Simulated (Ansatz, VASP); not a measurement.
**Be: VASP beside Ansatz**

```xyz
1
Lattice="-1.2155 1.2155 1.2531 1.2155 -1.2155 1.2531 1.2155 1.2155 -1.2531" Properties=species:S:1:pos:R:3 pbc="T T T"
Be    0.0000    0.0000    0.0000
```

Change from the starting cell: equal xx and yy strain of -3 %, PAW files.

Alike in both runs: task electric field gradients; functional PBEsol; k mesh 23 × 23 × 23; occupations fermi-dirac, width 0.03 eV; no spin polarisation.

```csv
,VASP,Ansatz
version,VASP 6.6.1,Ansatz 0.2.0
potentials or method,"VASP PAW PBE potentials, release 64 (Be)","PAW with Ansatz's default frozen-core files, scalar-relativistic"
plane-wave cutoff (eV),520,420
valence electrons in the cell,2,2
```

Ansatz gave:

```
pressure (GPa)                                                : 6.1
traceless stress, the component that is largest in VASP (GPa) : -0.42
size of Vzz on the site where it differs most (V/Å²)          : 0.2
```

Question: Which values does VASP return?

Answer: Pressure (GPa): 6.5; traceless stress, the component that is largest in VASP (GPa): -0.43; size of Vzz on the site where it differs most (V/Å²): 0.3.

VASP's potentials were made for PBE, not for PBEsol. With one functional, cell and mesh, what is left measures potentials, basis and numerics.
